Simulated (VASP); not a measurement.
# MoS2 (rutile type) (P4_2/mnm) in VASP: notebook

The runs below take MoS2 (rutile type) through electric field gradients, with PBE.

All numbers are computed with VASP 6.6.1; they aren't measurements. Logs are shortened: lines on timing, memory, paths and dates and some standing lists are left out, and cuts for length are marked.

## (1) The cell of the first run

Symmetry: P4_2/mnm, No. 136, tetragonal system. Conventional cell: a = 5.835 Å, b = 5.835 Å, c = 3.210 Å, α = 90.00°, β = 90.00°, γ = 90.00°. Within 3.3 Å of Mo (site symmetry mmm) lie 6 S at 2.37 to 2.38 Å and 2 Mo at 3.21 Å. Within 3.6 Å of S (site symmetry m2m) lie 3 Mo at 2.37 to 2.38 Å and 11 S at 3.21 to 3.52 Å.

## (2) Electric field gradients, PBE (18.22 Å³/atom)

Input file INCAR:

```
  ALGO = Normal
  EDIFF = 1E-8
  ENCUT = 520
  GGA = PE
  ISIF = 2
  ISMEAR = -1
  LASPH = True
  LCHARG = False
  LEFG = True
  LREAL = False
  LWAVE = False
  NBANDS = 35
  NELM = 60
  PREC = Accurate
  SIGMA = 0.03
```

Input file KPOINTS:

```
k-points
0
Gamma
  6 6 10
```

Input file POSCAR:

```
MoS2
1.0
    5.8347908103      0.0000000000      0.0000000000
    0.0000000000      5.8347908103      0.0000000000
    0.0000000000      0.0000000000      3.2104636656
Mo S
2 4
Direct
    0.0000000000      0.0000000000      0.0000000000
    0.5000000000      0.5000000000      0.5000000000
    0.2870085415      0.2870085415      0.0000000000
    0.7129914585      0.7129914585      0.0000000000
    0.7870085415      0.2129914585      0.5000000000
    0.2129914585      0.7870085415      0.5000000000
```

Potentials or basis: VASP PAW PBE potentials, release 64 (Mo_sv, S).

Started as:

```console
cat potpaw_PBE.64/Mo_sv/POTCAR potpaw_PBE.64/S/POTCAR > POTCAR
mpirun -np 1 vasp_std > vasp.out
```

OUTCAR:

```text
EDIFF = 1E-8
   ENCUT = 520
   GGA = PE
   ISIF = 2
   ISMEAR = -1
   LASPH = True
   LREAL = False
   NELM = 60
   PREC = Accurate

 ion  position               nearest neighbor table
   1  0.000  0.000  0.000-   3 2.37   4 2.37   5 2.38   6 2.38   5 2.38   6 2.38
   2  0.500  0.500  0.500-   5 2.37   6 2.37   3 2.38   4 2.38   3 2.38   4 2.38
   3  0.287  0.287  0.000-   1 2.37   2 2.38   2 2.38
   4  0.713  0.713  0.000-   1 2.37   2 2.38   2 2.38
   5  0.787  0.213  0.500-   2 2.37   1 2.38   1 2.38
   6  0.213  0.787  0.500-   2 2.37   1 2.38   1 2.38

  LATTYP: Found a simple tetragonal cell.
 ALAT       =     5.8347908103
 C/A-ratio  =     0.5502277237

  Lattice vectors:

 A1 = (   5.8347908103,   0.0000000000,   0.0000000000)
 A2 = (   0.0000000000,   5.8347908103,   0.0000000000)
 A3 = (   0.0000000000,   0.0000000000,   3.2104636656)

Analysis of symmetry for initial positions (statically):
=====================================================================
 Subroutine PRICEL returns:
 Original cell was already a primitive cell.

 Routine SETGRP: Setting up the symmetry group for a
 simple tetragonal supercell.

 Subroutine GETGRP returns: Found 16 space group operations
 (whereof  8 operations were pure point group operations)
 out of a pool of 16 trial point group operations.

The static configuration has the point symmetry D_2h.
 The point group associated with its full space group is D_4h.

Analysis of symmetry for dynamics (positions and initial velocities):
=====================================================================
 Subroutine PRICEL returns:
 Original cell was already a primitive cell.

 Routine SETGRP: Setting up the symmetry group for a
 simple tetragonal supercell.

 Subroutine GETGRP returns: Found 16 space group operations
 (whereof  8 operations were pure point group operations)
 out of a pool of 16 trial point group operations.

The dynamic configuration has the point symmetry D_2h.
 The point group associated with its full space group is D_4h.

 Subroutine INISYM returns: Found 16 space group operations
 (whereof  8 operations are pure point group operations),
 and found     1 'primitive' translations

----------------------------------------------------------------------------------------

                                     Primitive cell

  volume of cell :     109.2995

  direct lattice vectors                    reciprocal lattice vectors
     5.834790810  0.000000000  0.000000000     0.171385750  0.000000000  0.000000000
     0.000000000  5.834790810  0.000000000     0.000000000  0.171385750  0.000000000
     0.000000000  0.000000000  3.210463666     0.000000000  0.000000000  0.311481488

  length of vectors
     5.834790810  5.834790810  3.210463666     0.171385750  0.171385750  0.311481488

  position of ions in fractional coordinates (direct lattice)
     0.000000000  0.000000000  0.000000000
     0.500000000  0.500000000  0.500000000
     0.287008542  0.287008542  0.000000000
     0.712991458  0.712991458  0.000000000
     0.787008542  0.212991458  0.500000000
     0.212991458  0.787008542  0.500000000

  ion indices of the primitive-cell ions
   primitive index   ion index
                 1           1
                 2           2
                 3           3
                 4           4
                 5           5
                 6           6

----------------------------------------------------------------------------------------

 KPOINTS: k-points

Automatic generation of k-mesh.
 Grid dimensions read from file:
 generate k-points for:    6    6   10

 Generating k-lattice:

  Cartesian coordinates                     Fractional coordinates (reciprocal lattice)
     0.028564292  0.000000000  0.000000000     0.166666667  0.000000000  0.000000000
     0.000000000  0.028564292  0.000000000     0.000000000  0.166666667  0.000000000
     0.000000000  0.000000000  0.031148149     0.000000000  0.000000000  0.100000000

  Length of vectors
     0.028564292  0.028564292  0.031148149

  Shift w.r.t. Gamma in fractional coordinates (k-lattice)
     0.000000000  0.000000000  0.000000000

 Subroutine IBZKPT returns following result:
 ===========================================

 Found     60 irreducible k-points:

 Following reciprocal coordinates:
            Coordinates               Weight
  0.000000  0.000000  0.000000      1.000000
  0.166667  0.000000  0.000000      4.000000
  0.333333  0.000000  0.000000      4.000000
  0.500000  0.000000  0.000000      2.000000
  0.166667  0.166667  0.000000      4.000000
  0.333333  0.166667  0.000000      8.000000
[... 16 lines left out ...]
  0.333333  0.000000  0.200000      8.000000
  0.500000  0.000000  0.200000      4.000000
 [... further k-points ...]
   k-points           NKPTS =     60   k-points in BZ     NKDIM =     60   number of bands    NBANDS=     35
   number of dos      NEDOS =    301   number of ions     NIONS =      6
   total plane-waves  NPLWV =  55296
   dimension x,y,z NGX =    48 NGY =   48 NGZ =   24
   dimension x,y,z NGXF=    96 NGYF=   96 NGZF=   48
   ions per type =               2   4
   NGX,Y,Z   is equivalent  to a cutoff of  13.68, 13.68, 12.43 a.u.
   NGXF,Y,Z  is equivalent  to a cutoff of  27.35, 27.35, 24.86 a.u.
 SYSTEM =  unknown system
   PREC   = accura    normal or accurate (medium, high low for compatibility)
   ISTART =      0    job   : 0-new  1-cont  2-samecut
   ICHARG =      2    charge: 1-file 2-atom 10-const
   ISPIN  =      1    spin polarized calculation?
   LNONCOLLINEAR =      F non collinear calculations
   LSORBIT =      F    spin-orbit coupling
   LASPH  =      T    aspherical Exc in radial PAW
   ENCUT  =  520.0 eV  38.22 Ry    6.18 a.u.  10.85 10.85  5.97*2*pi/ulx,y,z
   NELM   =     60;   NELMIN=  2; NELMDL= -5     # of ELM steps
   EDIFF  = 0.1E-07   stopping-criterion for ELM
   LREAL  =      F    real-space projection
   EDIFFG = 0.1E-06   stopping-criterion for IOM
   NSW    =      0    number of steps for IOM
   IBRION =     -1    ionic relax: 0-MD 1-quasi-New 2-CG
   NFREE  =      0    steps in history (QN), initial steepest desc. (CG)
   ISIF   =      2    stress and relaxation
   ISYM   =      2    0-nonsym 1-usesym 2-fastsym
   POTIM  = 0.5000    time-step for ionic-motion
   TEBEG  =    0.0;   TEEND  =   0.0 temperature during run
   PSTRESS=    0.0 pullay stress
   NELECT =      52.0000    total number of electrons
   NUPDOWN=      -1.0000    fix difference up-down
   EMIN   =  10.00;   EMAX   =-10.00  energy-range for DOS
   EFERMI =   0.00;   METHOD = LEGACY
   ISMEAR =    -1;   SIGMA  =   0.03  broadening in eV -4-tet -1-fermi 0-gaus
   EFERMI_NEDOS =   21; number of points for ismear=-14 and -15
   IALGO  =     38    algorithm
   IMIX   =      4    mixing-type and parameters
     AMIX     =   0.40;   BMIX     =  1.00
     AMIX_MAG =   1.60;   BMIX_MAG =  1.00
  volume/ion in A,a.u.               =      18.22       122.93
  Fermi-wavevector in a.u.,A,eV,Ry     =   1.278017  2.415101 22.222756  1.633326
  Thomas-Fermi vector in A             =   2.410583
   LORBIT       =      0    0 simple, 1 ext, 2 COOP (PROOUT), +10 PAW based schemes
   GGA     = PE    functional components
   LHFCALC =     F    Hartree Fock is set to
   AEXX    =    0.0000 exact exchange contribution
   IVDW    =     0    specifies the selected vdW correction
   LEPSILON=     F    determine dielectric tensor
   LRPA    =     F    only Hartree local field effects (RPA)
 non-spin polarized calculation
  energy-cutoff  :      520.00
  volume of cell :      109.30
 maximum number of plane-waves:      2968
 NGX is ok and might be reduce to    48
   NGX = 21   NGY = 21   NGZ = 11

 number of electron      51.9999999 magnetization

 Free energy of the ion-electron system (eV)
  ---------------------------------------------------
  ext. energy  EPLUGINS =         0.00000000
  ---------------------------------------------------
  free energy    TOTEN  =       -41.20536941 eV

  energy without entropy =      -41.19198664  energy(sigma->0) =      -41.19867803

 E-fermi :   7.1494     XC(G=0): -10.7396

 val. band max:        7.1430447045   @ k =   0.5000   0.3333   0.1000
 cond. band min:       7.1584874428   @ k =   0.1667   0.1667   0.1000
 fundamental gap:      0.0154427383
 Fermi energy:         7.1494177334

 k-point     1 :       0.0000    0.0000    0.0000
  band No.  band energies     occupation
      1     -54.3326      2.00000
      2     -54.3316      2.00000
      3     -28.4781      2.00000
      4     -28.4781      2.00000
      5     -28.4492      2.00000
      6     -28.4492      2.00000
[... 27 lines left out ...]
     34      12.3809      0.00000
     35      13.4479      0.00000

 k-point     2 :       0.1667    0.0000    0.0000
  band No.  band energies     occupation
      1     -54.3325      2.00000
      2     -54.3317      2.00000
      3     -28.4771      2.00000
      4     -28.4770      2.00000
      5     -28.4502      2.00000
      6     -28.4502      2.00000
[... 27 lines left out ...]
     34      12.3366      0.00000
     35      13.4174      0.00000
[... 796 lines left out ...]
     34      12.2824      0.00000
     35      13.9447      0.00000

 k-point    24 :       0.5000    0.0000    0.2000
  band No.  band energies     occupation
      1     -54.3262      2.00000
      2     -54.3262      2.00000
      3     -28.4670      2.00000
      4     -28.4670      2.00000
      5     -28.4486      2.00000
      6     -28.4486      2.00000
[... 27 lines left out ...]
     34      11.6284      0.00000
     35      14.6349      0.00000

 [... further k-points ...]

------------------------ aborting loop because EDIFF is reached ----------------------------------------

  FORCE on cell =-STRESS in cart. coord.  units (eV):
  Direction    XX          YY          ZZ          XY          YZ          ZX
  --------------------------------------------------------------------------------------
  -------------------------------------------------------------------------------------
  Total        1.9968404      1.9968404      1.8261355      0.0000000      0.0000000      0.0000000
  in kB       29.2708673     29.2708673     26.7685749      0.0000000      0.0000000      0.0000000
  external PRESSURE =      28.4367698 kB  Pullay stress =       0.0000000 kB

 VOLUME and BASIS-vectors are now :
 -----------------------------------------------------------------------------
  energy-cutoff  :      520.00
  volume of cell :      109.30
      direct lattice vectors                 reciprocal lattice vectors
     5.834790810  0.000000000  0.000000000     0.171385750  0.000000000  0.000000000
     0.000000000  5.834790810  0.000000000     0.000000000  0.171385750  0.000000000
     0.000000000  0.000000000  3.210463666     0.000000000  0.000000000  0.311481488

 POSITION                                       TOTAL-FORCE (eV/Angst)
 -----------------------------------------------------------------------------------
      0.00000      0.00000      0.00000        -0.000000      0.000000     -0.000000
      2.91740      2.91740      1.60523        -0.000000      0.000000     -0.000000
      1.67463      1.67463      0.00000        -0.067745     -0.067745     -0.000000
      4.16016      4.16016      0.00000         0.067745      0.067745      0.000000
      4.59203      1.24276      1.60523        -0.067745      0.067745      0.000000
      1.24276      4.59203      1.60523         0.067745     -0.067745     -0.000000
 -----------------------------------------------------------------------------------
    total drift:                               -0.000000     -0.000000     -0.000000

  FREE ENERGIE OF THE ION-ELECTRON SYSTEM (eV)
  ---------------------------------------------------
  free  energy   TOTEN  =       -41.2053694142 eV

  energy  without entropy=      -41.1919866365  energy(sigma->0) =      -41.19867803

 Electric field gradients (V/A^2)
---------------------------------------------------------------------
 ion       V_xx      V_yy      V_zz      V_xy      V_xz      V_yz
---------------------------------------------------------------------
   1     -27.533   -27.533    55.066    35.092    -0.000     0.000
   2     -27.533   -27.533    55.066   -35.092    -0.000    -0.000
   3      -3.683    -3.683     7.367    10.524     0.000     0.000
   4      -3.683    -3.683     7.367    10.524    -0.000    -0.000
   5      -3.683    -3.683     7.367   -10.524     0.000     0.000
   6      -3.683    -3.683     7.367   -10.524     0.000     0.000
---------------------------------------------------------------------

 Electric field gradients after diagonalization (V/A^2)
 (convention: |V_zz| > |V_xx| > |V_yy|)
----------------------------------------------------------------------
 ion       V_xx      V_yy      V_zz     asymmetry (V_yy - V_xx)/ V_zz
----------------------------------------------------------------------
   1      55.066     7.559   -62.625       0.759
   2      55.066     7.559   -62.625       0.759
   3       7.367     6.840   -14.207       0.037
   4       7.367     6.840   -14.207       0.037
   5       7.367     6.840   -14.207       0.037
   6       7.367     6.840   -14.207       0.037
----------------------------------------------------------------------

           NMR quadrupolar parameters

 Cq : quadrupolar parameter    Cq=e*Q*V_zz/h
 eta: asymmetry parameters     (V_yy - V_xx)/ V_zz
 Q  : nuclear electric quadrupole moment in mb (millibarn)
----------------------------------------------------------------------
 ion       Cq(MHz)       eta       Q (mb)
----------------------------------------------------------------------
   1      -0.151       0.759       1.000
   2      -0.151       0.759       1.000
   3      -0.034       0.037       1.000
   4      -0.034       0.037       1.000
   5      -0.034       0.037       1.000
   6      -0.034       0.037       1.000
----------------------------------------------------------------------
```

Run time: 3.7 min. Hardware: 1 thread of Oxide Virtual Turin-like, shared host; peak memory 0.3 GiB.

Results:

```
Free energy                             : -41.2054 eV
Pressure                                : 2.8 GPa
Largest force                           : 0.096 eV/Å
Band gap on the k mesh                  : zero (bands 26 and 27 overlap by 1.05 eV)
Largest electric field gradient by atom : Mo -62.6; S -14.2 V/Å²
```

Forces on the atoms (eV/Å):
```
Mo   0.000  0.000  0.000
Mo   0.000  0.000  0.000
S   -0.068 -0.068  0.000
S    0.068  0.068  0.000
S   -0.068  0.068  0.000
S    0.068 -0.068  0.000
```

Electric field gradients, principal values (V/Å²):
```
atom  least  middle  greatest (by size)
1 Mo  7.559  55.066             -62.625
2 Mo  7.559  55.066             -62.625
 3 S  6.840   7.367             -14.207
 4 S  6.840   7.367             -14.207
 5 S  6.840   7.367             -14.207
 6 S  6.840   7.367             -14.207
```

Caveat: without QUAD_EFG the Cq values of the log hold for a quadrupole moment of 1 mb, not for the nuclei.

## (3) Electric field gradients, PBE (18.96 Å³/atom)

This run uses another cell than the first one, of 18.96 Å³/atom.

Input file INCAR:

```
SYSTEM = MoS2
PREC = Accurate ; ENCUT = 520
EDIFF = 1E-8 ; ISMEAR = -1
SIGMA = 0.03 ; LREAL = .False.
LASPH = .True. ; NELM = 100
ALGO = Normal ; ISIF = 2
LWAVE = .False. ; LCHARG = .False.
GGA = PE ; LEFG = .True.
NBANDS = 35
```

Input file KPOINTS:

```
Automatic mesh
0
Gamma
  6 6 10
  0 0 0
```

Changes to POSCAR since step 2:

```diff
@@ -2,5 +2,5 @@
 1.0
-    5.8347908103      0.0000000000      0.0000000000
-    0.0000000000      5.8347908103      0.0000000000
-    0.0000000000      0.0000000000      3.2104636656
+    5.9131194967      0.0000000000      0.0000000000
+    0.0000000000      5.9131194967      0.0000000000
+    0.0000000000      0.0000000000      3.2535622804
 Mo S
```

Potentials or basis: VASP PAW PBE potentials, release 64 (Mo_sv, S).

Started as:

```console
cat potpaw_PBE.64/Mo_sv/POTCAR potpaw_PBE.64/S/POTCAR > POTCAR
mpirun -np 1 vasp_std > vasp.out
```

OUTCAR:

```text
SYSTEM = MoS2
   PREC = Accurate
   ENCUT = 520
   EDIFF = 1E-8
   ISMEAR = -1
   LREAL = .False.
   LASPH = .True.
   NELM = 100
   ISIF = 2
   GGA = PE

 ion  position               nearest neighbor table
   1  0.000  0.000  0.000-   3 2.40   4 2.40   5 2.41   6 2.41   5 2.41   6 2.41
   2  0.500  0.500  0.500-   5 2.40   6 2.40   3 2.41   4 2.41   3 2.41   4 2.41
   3  0.287  0.287  0.000-   1 2.40   2 2.41   2 2.41
   4  0.713  0.713  0.000-   1 2.40   2 2.41   2 2.41
   5  0.787  0.213  0.500-   2 2.40   1 2.41   1 2.41
   6  0.213  0.787  0.500-   2 2.40   1 2.41   1 2.41

  LATTYP: Found a simple tetragonal cell.
 ALAT       =     5.9131194967
 C/A-ratio  =     0.5502277237

[... 1153 lines left out ...]
   3      -3.402    -3.402     6.804    15.481     0.000    -0.000
   4      -3.402    -3.402     6.804    15.481    -0.000    -0.000
   5      -3.402    -3.402     6.804   -15.481     0.000     0.000
   6      -3.402    -3.402     6.804   -15.481     0.000     0.000
---------------------------------------------------------------------

 Electric field gradients after diagonalization (V/A^2)
 (convention: |V_zz| > |V_xx| > |V_yy|)
----------------------------------------------------------------------
 ion       V_xx      V_yy      V_zz     asymmetry (V_yy - V_xx)/ V_zz
----------------------------------------------------------------------
   1      49.938     9.318   -59.256       0.686
   2      49.938     9.318   -59.256       0.686
   3      12.079     6.804   -18.883       0.279
   4      12.079     6.804   -18.883       0.279
   5      12.079     6.804   -18.883       0.279
   6      12.079     6.804   -18.883       0.279
----------------------------------------------------------------------

           NMR quadrupolar parameters

 Cq : quadrupolar parameter    Cq=e*Q*V_zz/h
 eta: asymmetry parameters     (V_yy - V_xx)/ V_zz
 Q  : nuclear electric quadrupole moment in mb (millibarn)
----------------------------------------------------------------------
 ion       Cq(MHz)       eta       Q (mb)
----------------------------------------------------------------------
   1      -0.143       0.686       1.000
   2      -0.143       0.686       1.000
   3      -0.046       0.279       1.000
   4      -0.046       0.279       1.000
   5      -0.046       0.279       1.000
   6      -0.046       0.279       1.000
----------------------------------------------------------------------
```

stdout:

```text
POSCAR found type information on POSCAR MoS
 POSCAR found :  2 types and       6 ions
 scaLAPACK will be used
 LDA part: xc-table for (Slater+PW92), standard interpolation
 POSCAR, INCAR and KPOINTS ok, starting setup
 FFT: planning ... GRIDC
 FFT: planning ... GRID_SOFT
 FFT: planning ... GRID
 WAVECAR not read
 entering main loop
ion   1

ion   2

ion   3

ion   4

ion   5

ion   6
```

Run time: 3 min. Hardware: 1 thread of Oxide Virtual Turin-like, shared host; peak memory 0.3 GiB.

Results:

```yaml
Free_energy: -41.2078 eV
Pressure: -2.6 GPa
Largest_force: 0.087 eV/Å
Band_gap_on_the_k_mesh: zero (bands 26 and 27 overlap by 0.97 eV)
Largest_electric_field_gradient_by_atom: Mo -59.3; S -18.9 V/Å²
```

Forces on the atoms (eV/Å):
```
Mo   0.000  0.000  0.000
Mo   0.000  0.000  0.000
S    0.062  0.062  0.000
S   -0.062 -0.062  0.000
S    0.062 -0.062  0.000
S   -0.062  0.062  0.000
```

Levels at points of the mesh, in eV from the Fermi level:
| k point | band 24 | band 25 | band 26 | band 27 | band 28 | band 29 |
| --- | --- | --- | --- | --- | --- | --- |
| (0.00, 0.00, 0.00) | -0.84 | -0.84 | -0.31 | -0.31 | -0.13 | 0.36 |
| (0.50, 0.00, 0.00) | -1.61 | -0.77 | -0.77 | 0.88 | 0.88 | 1.00 |
| (0.50, 0.50, 0.00) | -1.96 | -0.85 | -0.85 | -0.29 | -0.29 | 1.85 |
| (0.00, 0.00, 0.50) | -2.50 | 0.47 | 0.47 | 1.07 | 1.07 | 1.57 |
| (0.50, 0.00, 0.50) | -1.58 | -1.35 | -1.35 | 1.34 | 1.34 | 1.48 |
| (0.50, 0.50, 0.50) | -1.50 | 0.09 | 0.09 | 0.14 | 0.14 | 1.48 |

Electric field gradients, principal values (V/Å²):
| atom | least | middle | greatest (by size) |
| --- | --- | --- | --- |
| 1 Mo | 9.318 | 49.938 | -59.256 |
| 2 Mo | 9.318 | 49.938 | -59.256 |
| 3 S | 6.804 | 12.079 | -18.883 |
| 4 S | 6.804 | 12.079 | -18.883 |
| 5 S | 6.804 | 12.079 | -18.883 |
| 6 S | 6.804 | 12.079 | -18.883 |

Caveat: without QUAD_EFG the Cq values of the log hold for a quadrupole moment of 1 mb, not for the nuclei.
